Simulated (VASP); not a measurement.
# Sn2TeS (P6_3mc) in VASP: further runs, part 2 of 2

VASP 6.6.1. Earlier steps stand in the parts before.

## (4) Single point, PBE

This run uses another cell than the first one, of 30.56 Å³/atom.

The input, INCAR:

```
PREC = Accurate
ENCUT = 500
EDIFF = 1E-6
ISMEAR = 0
SIGMA = 0.01
LREAL = F
LASPH = T
NELM = 120
ALGO = Normal
ISIF = 2
LWAVE = F
LCHARG = F
GGA = PE
NBANDS = 50
GGA_COMPAT = F
```

The input, KPOINTS:

```
regular mesh
0
Gamma
  12 12 4
```

The input, POSCAR:

```
Sn2TeS
1.0
    4.2677145259      0.0000000000      0.0000000000
   -2.1338572629      3.6959491955      0.0000000000
    0.0000000000      0.0000000000     15.4981591778
Sn Te S
4 2 2
Direct
    0.3333333333      0.6666666667      0.6198354601
    0.6666666667      0.3333333333      0.1198354601
    0.6666666667      0.3333333333      0.3521687512
    0.3333333333      0.6666666667      0.8521687512
    0.0000000000      0.0000000000      0.0080715841
    0.0000000000      0.0000000000      0.5080715841
    0.3333333333      0.6666666667      0.2699276005
    0.6666666667      0.3333333333      0.7699276005
```

Potentials or basis: VASP PAW PBE potentials, release 64 (Sn_d, Te, S).

Command:

```sh
cat potpaw_PBE.64/Sn_d/POTCAR potpaw_PBE.64/Te/POTCAR potpaw_PBE.64/S/POTCAR > POTCAR
mpirun -np 1 vasp_std > vasp.out
```

OUTCAR:

```text
PREC = Accurate
   ENCUT = 500
   EDIFF = 1E-6
   ISMEAR = 0
   LREAL = F
   LASPH = T
   NELM = 120
   ISIF = 2
   GGA = PE

 ion  position               nearest neighbor table
   1  0.333  0.667  0.620-   6 3.01   6 3.01   6 3.01   4 3.60
   2  0.667  0.333  0.120-   5 3.01   5 3.01   5 3.01   3 3.60
   3  0.667  0.333  0.352-   7 2.77   7 2.77   7 2.77   6 3.45   6 3.45   6 3.45   2 3.60
   4  0.333  0.667  0.852-   8 2.77   8 2.77   8 2.77   5 3.45   5 3.45   5 3.45   1 3.60
   5  0.000  0.000  0.008-   2 3.01   2 3.01   2 3.01   4 3.45   4 3.45   4 3.45
   6  0.000  0.000  0.508-   1 3.01   1 3.01   1 3.01   3 3.45   3 3.45   3 3.45
   7  0.333  0.667  0.270-   3 2.77   3 2.77   3 2.77
   8  0.667  0.333  0.770-   4 2.77   4 2.77   4 2.77
[... 1488 lines left out ...]
  in kB       -0.4099095     -0.4099095     -0.1806435     -0.0000000      0.0000000     -0.0000000
  external PRESSURE =      -0.3334875 kB  Pullay stress =       0.0000000 kB

 VOLUME and BASIS-vectors are now :
 -----------------------------------------------------------------------------
  energy-cutoff  :      500.00
  volume of cell :      244.46
      direct lattice vectors                 reciprocal lattice vectors
     4.267714526  0.000000000  0.000000000     0.234317454  0.135283245  0.000000000
    -2.133857263  3.695949195  0.000000000     0.000000000  0.270566490  0.000000000
     0.000000000  0.000000000 15.498159178     0.000000000  0.000000000  0.064523792

 POSITION                                       TOTAL-FORCE (eV/Angst)
 -----------------------------------------------------------------------------------
     -0.00000      2.46397      9.60631        -0.000000      0.000000      0.010052
      2.13386      1.23198      1.85723         0.000000     -0.000000      0.010052
      2.13386      1.23198      5.45797         0.000000     -0.000000      0.003987
     -0.00000      2.46397     13.20705        -0.000000     -0.000000      0.003987
      0.00000      0.00000      0.12509        -0.000000     -0.000000     -0.014665
      0.00000      0.00000      7.87417        -0.000000      0.000000     -0.014665
     -0.00000      2.46397      4.18338        -0.000000      0.000000      0.000626
      2.13386      1.23198     11.93246         0.000000     -0.000000      0.000626
 -----------------------------------------------------------------------------------
    total drift:                                0.000000      0.000000     -0.002157

  FREE ENERGIE OF THE ION-ELECTRON SYSTEM (eV)
  ---------------------------------------------------
  free  energy   TOTEN  =       -32.3060368374 eV

  energy  without entropy=      -32.3060368374  energy(sigma->0) =      -32.30603684
```

OSZICAR:

```text
N       E                     dE             d eps       ncg     rms          rms(c)
DAV:   1     0.815220510367E+03    0.81522E+03   -0.35449E+04  6064   0.190E+03
DAV:   2     0.106678118748E+03   -0.70854E+03   -0.68746E+03  5732   0.544E+02
DAV:   3    -0.230575107201E+02   -0.12974E+03   -0.12317E+03  6664   0.192E+02
DAV:   4    -0.329143068035E+02   -0.98568E+01   -0.96572E+01  6806   0.521E+01
DAV:   5    -0.332972639311E+02   -0.38296E+00   -0.38179E+00  7630   0.108E+01    0.978E+00
DAV:   6    -0.322518746943E+02    0.10454E+01   -0.19506E+00  7930   0.659E+00    0.667E+00
DAV:   7    -0.323110925058E+02   -0.59218E-01   -0.10047E+00  7308   0.292E+00    0.250E+00
DAV:   8    -0.323037779868E+02    0.73145E-02   -0.69110E-02  7344   0.152E+00    0.619E-01
DAV:   9    -0.323050604376E+02   -0.12825E-02   -0.14497E-02  6552   0.617E-01    0.220E-01
DAV:  10    -0.323056887413E+02   -0.62830E-03   -0.23293E-03  8372   0.170E-01    0.141E-01
DAV:  11    -0.323060359561E+02   -0.34721E-03   -0.50744E-04  7568   0.126E-01    0.571E-02
DAV:  12    -0.323060301520E+02    0.58041E-05   -0.96947E-05  7472   0.811E-02    0.211E-02
DAV:  13    -0.323060342532E+02   -0.41013E-05   -0.25920E-05  5748   0.288E-02    0.684E-03
DAV:  14    -0.323060364434E+02   -0.21902E-05   -0.45980E-06  5652   0.117E-02    0.361E-03
DAV:  15    -0.323060368374E+02   -0.39401E-06   -0.59259E-07  4088   0.529E-03
   1 F= -.32306037E+02 E0= -.32306037E+02  d E =-.354025E-11
```

stdout:

```text
POSCAR found type information on POSCAR SnTeS
 POSCAR found :  3 types and       8 ions
 scaLAPACK will be used
 LDA part: xc-table for (Slater+PW92), standard interpolation
 POSCAR, INCAR and KPOINTS ok, starting setup
 FFT: planning ... GRIDC
 FFT: planning ... GRID_SOFT
 FFT: planning ... GRID
 WAVECAR not read
 entering main loop
```

Run time: 13 min. Hardware: 1 thread of Intel Xeon Platinum 8259CL at 2.50GHz (Skylake/Cascade Lake), shared host; peak memory 0.7 GiB.

What came out:

| Item | Value |
| --- | --- |
| Free energy | -32.3060 eV |
| Pressure | 0.0 GPa |
| Largest force | 0.015 eV/Å |
| Band gap on the k mesh | 0.08 eV (least direct gap 0.83 eV) |

Forces in eV/Å, atoms in the order of the input:
```
Sn   0.000  0.000  0.010
Sn   0.000  0.000  0.010
Sn   0.000  0.000  0.004
Sn   0.000  0.000  0.004
Te   0.000  0.000 -0.015
Te   0.000  0.000 -0.015
S    0.000  0.000  0.001
S    0.000  0.000  0.001
```

Caveat: spin-orbit coupling is left out, which moves the levels of the heavy elements. A k mesh can miss the band edges.

## (5) Overview

| cell | cutoff (eV) | gap on the mesh (eV) | pressure (GPa) | largest force (eV/Å) |
| --- | --- | --- | --- | --- |
| a = 4.123, b = 4.123, c = 14.615 Å, angles 90.0, 90.0, 120.0°, 8 atoms, atomic positions A | 520 | none | 5.0 | 0.02 |
| a = 4.164, b = 4.164, c = 14.814 Å, angles 90.0, 90.0, 120.0°, 8 atoms, atomic positions B | 520 | none | 3.3 | 0.02 |
| a = 4.268, b = 4.268, c = 15.498 Å, angles 90.0, 90.0, 120.0°, 8 atoms, atomic positions C | 500 | 0.08 | 0.0 | 0.01 |

Alike in all rows: task single point; level PBE; potentials or basis VASP PAW PBE potentials, release 64 (Sn_d, Te, S); no spin polarisation; k mesh 12 × 12 × 4; smearing gaussian 0.01 eV.

Caveats: spin-orbit coupling is left out, which moves the levels of the heavy elements; the cell stands under pressure (at least some runs); semilocal functionals underestimate gaps, so a narrow gap can read as zero (at least some runs).

Absolute energies hang on the potentials; compare differences alone.
